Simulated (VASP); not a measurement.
The system is HgTe.

```
CELL_PARAMETERS angstrom
0.00000 3.04345 3.04345
3.04345 0.00000 3.04345
3.04345 3.04345 0.00000
ATOMIC_POSITIONS crystal
Hg 0.00000 0.00000 0.00000
Te 0.50000 0.50000 0.50000
```

Base run:

- Program: VASP 6.6.1
- Functional: r2SCAN
- Potentials or basis: VASP PAW PBE potentials, release 64 (Hg, Te)
- Cutoff: 520 eV
- k mesh: 8 × 8 × 8
- Occupations: fermi-dirac, width 0.02 eV
- Spin: no spin polarisation

Its results: band gap on the k mesh zero (band 9 reaches 4.55 eV, above the bottom of band 10 at 1.90 eV); pressure 0.4 GPa.

Question: The run is repeated on the same cell with these changes: functional from r2SCAN to PBE. What comes out?

Answer: Band gap on the k mesh zero (band 9 reaches 4.73 eV, above the bottom of band 10 at 2.17 eV); pressure 1.4 GPa.

Caveats: spin-orbit coupling is left out, which moves the levels of the heavy elements; the PAW data sets were made with another functional, which shifts forces and pressure a little (some runs).
